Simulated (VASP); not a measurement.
Set up this calculation in VASP 6.6.1, as the native input.

```
Task                   : electric field gradients
Functional             : PBE
Potentials or basis    : VASP PAW PBE potentials, release 64 (In_d, Se)
Cutoff                 : 520 eV
k mesh                 : 7 × 7 × 7
Occupations            : fermi-dirac, width 0.01 eV
Spin                   : no spin polarisation
Dipole correction      : no
Further INCAR settings : ALGO = Normal; EDIFF = 1e-08; NBANDS = 27
```

The structure of InSe lies in POSCAR:

```
InSe
1.0
    2.1420702054      1.3094503812      8.3639904998
   -1.8579290952      1.2494503918      8.3039905103
    0.0901090399     -2.1846506230      8.2820289899
In Se
2 2
Direct
    0.0000000000      0.0000000000      0.0000000000
    0.1122000000      0.1122000000      0.1122000000
    0.6155000000      0.6155000000      0.6155000000
    0.8300000000      0.8300000000      0.8300000000
```

This cell differs from its parent crystal: equal xy, yz and zx shear strains of +3 %.

These files were run (other wordings do the same):

INCAR

```
SYSTEM = InSe
ALGO     = Normal         ! electronic algorithm
EDIFF    = 1E-8           ! SCF threshold, eV
ENCUT    = 520            ! plane-wave cutoff, eV
GGA      = PE             ! functional
ISIF     = 2              ! what is computed and relaxed
ISMEAR   = -1             ! smearing method
LASPH    = .TRUE.         ! aspherical terms in the spheres
LCHARG   = .FALSE.        ! write CHGCAR
LEFG     = .TRUE.       
LREAL    = .FALSE.        ! projectors in reciprocal space
LWAVE    = .FALSE.        ! write WAVECAR
NBANDS   = 27             ! bands
NELM     = 60             ! most SCF steps
PREC     = Accurate       ! precision mode
SIGMA    = 0.01           ! smearing width, eV
```

KPOINTS

```
k-points
0
G
  7 7 7
  0 0 0
```

Potentials or basis: VASP PAW PBE potentials, release 64 (In_d, Se).

The run is started by

```console
$ cat potpaw_PBE.64/In_d/POTCAR potpaw_PBE.64/Se/POTCAR > POTCAR
$ mpirun -np 1 vasp_std > vasp.out
```

Results of the run:

```
Pressure               : 3.1 GPa
Largest force          : 0.454 eV/Å
Band gap on the k mesh : 0.71 eV, indirect (least direct gap 0.73 eV)
```

Caveat: the cell differs from its parent crystal (equal xy, yz and zx shear strains of +3 %); without QUAD_EFG the Cq values of the log hold for a quadrupole moment of 1 mb, not for the nuclei; spin-orbit coupling is left out, which moves the levels of the heavy elements.

Wall time 28 min on 1 thread of Intel(R) Xeon(R) Platinum 8375C CPU @ 2.90GHz (Ice Lake), on a shared host, peak memory 0.87 GiB.
